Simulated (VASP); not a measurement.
A run of VASP 6.6.1:

File POSCAR:

```
BaCdSbF
1.0
    4.7062234200      0.0000000000      0.0000000000
    0.0000000000      4.7062234200      0.0000000000
    0.0000000000      0.0000000000      9.9940693300
Ba Cd Sb F
2 2 2 2
Direct
    0.5000000000      0.0000000000      0.3633942247
    0.0000000000      0.5000000000      0.6366057753
    0.5000000000      0.5000000000      0.0000000000
    0.0000000000      0.0000000000      0.0000000000
    0.5000000000      0.0000000000      0.8185072166
    0.0000000000      0.5000000000      0.1814927834
    0.5000000000      0.5000000000      0.5000000000
    0.0000000000      0.0000000000      0.5000000000
```

File INCAR.step1:

```
PREC = Accurate ; ENCUT = 520
ISMEAR = -1 ; SIGMA = 0.02
LREAL = False ; LASPH = True
NELM = 100 ; NBANDS = 44
GGA = PE ; ALGO = Normal
EDIFF = 1E-4 ; LWAVE = True
LCHARG = False
```

The input INCAR.step2:

```
PREC = Accurate ; ENCUT = 520
EDIFF = 1E-7 ; ISMEAR = -1
SIGMA = 0.02 ; LREAL = False
LASPH = True ; NELM = 100
ALGO = Normal ; ISIF = 2
LWAVE = False ; LCHARG = False
METAGGA = R2SCAN ; LMIXTAU = True
NBANDS = 44 ; ISTART = 1
```

The input KPOINTS:

```
Automatic mesh
0
Gamma
  6 6 4
```

Potentials or basis: VASP PAW PBE potentials, release 64 (Ba_sv, Cd, Sb, F).

Command:

```bash
$ cat potpaw_PBE.64/Ba_sv/POTCAR potpaw_PBE.64/Cd/POTCAR potpaw_PBE.64/Sb/POTCAR potpaw_PBE.64/F/POTCAR > POTCAR
$ cp INCAR.step1 INCAR
$ mpirun -np 1 vasp_std > vasp.out
$ cp INCAR.step2 INCAR
$ mpirun -np 1 vasp_std > vasp.out
```

Hardware: 1 thread of Intel(R) Xeon(R) Platinum 8488C (Sapphire Rapids) (shared host).

**Question.** How long does it take, and how much memory?

**Answer.** Run time: 15 min on 1 thread of Intel(R) Xeon(R) Platinum 8488C (Sapphire Rapids) (shared host), peak memory 0.54 GiB. Counts: k points 30.
